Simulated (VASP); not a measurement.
K2CrCl4: single point with BLYP

Crystal: K2CrCl4.

```
K Cl Cr
1.0
     4.31565    0.00398   -0.00301
     0.01172   12.74810    0.00304
    -0.33322    0.00152    7.63113
K Cl Cr
4 8 2
Direct
  0.51353 0.17998 0.40627
  0.48541 0.68220 0.10233
  0.48825 0.82600 0.58743
  0.51906 0.32241 0.90128
  0.00369 0.19712 0.11391
  0.99824 0.69932 0.39109
  0.98679 0.80438 0.87485
  0.00191 0.30343 0.62585
  0.43600 0.95272 0.24950
  0.55984 0.45406 0.25433
  0.56426 0.04494 0.74985
  0.45145 0.54732 0.74326
  0.99020 0.99638 0.99920
  0.00377 0.49974 0.49907
```

```yaml
Program: VASP 6.6.1
Task: single point
Functional: BLYP
Potentials_or_basis: VASP PAW PBE potentials, release 64 (K_sv, Cl, Cr_pv)
Cutoff: 520 eV
k_mesh: 4 × 2 × 3, shifted
Occupations: gaussian, width 0.0355 eV
Spin: no spin polarisation
Dipole_correction: no
Further_INCAR_settings: ALGO = Normal; EDIFF = 1e-07; NBANDS = 71
```

* Pressure: -2.3 GPa
* Largest force: 1.365 eV/Å
* Band gap on the k mesh: zero (filled and empty bands overlap)

Forces in eV/Å, atoms in the order of the input:
```
K   -0.027  0.082 -0.027
K    0.002  0.059 -0.138
K   -0.006 -0.127  0.099
K   -0.071 -0.053  0.159
Cl   0.041 -1.100 -0.329
Cl  -0.079 -1.142  0.245
Cl   0.061  1.002  0.615
Cl   0.101  1.025 -0.635
Cl  -0.213  0.288 -1.317
Cl   0.208  0.285  1.194
Cl   0.242 -0.210  1.219
Cl  -0.215 -0.267 -1.144
Cr  -0.016  0.097 -0.062
Cr  -0.028  0.061  0.121
```

Stress tensor (GPa, compression positive):
```
-2.17 -0.05 -0.27
-0.05 -2.89 -0.07
-0.27 -0.07 -1.83
```

Levels at points of the mesh, in eV from the Fermi level:
| k point | band 56 | band 57 | band 58 | band 59 | band 60 | band 61 |
| --- | --- | --- | --- | --- | --- | --- |
| (0.12, 0.00, 0.17) | -0.14 | -0.02 | -0.01 | 0.01 | 0.04 | 0.42 |

Wall time 55 min on 1 thread of Intel(R) Xeon(R) Platinum 8375C CPU @ 2.90GHz (Ice Lake), on a shared host, peak memory 0.58 GiB.

Caveat: the k points lie up to 0.36 Å⁻¹ apart; the PAW data sets were made with another functional, which shifts forces and pressure a little; the run has no spin polarisation, though such a crystal can be magnetic; semilocal functionals often make such compounds metallic where correlation or magnetic order opens a gap, which also shifts bond lengths. With open d or f shells a metallic result of BLYP can be an artefact of self-interaction; +U or a hybrid may open a gap.
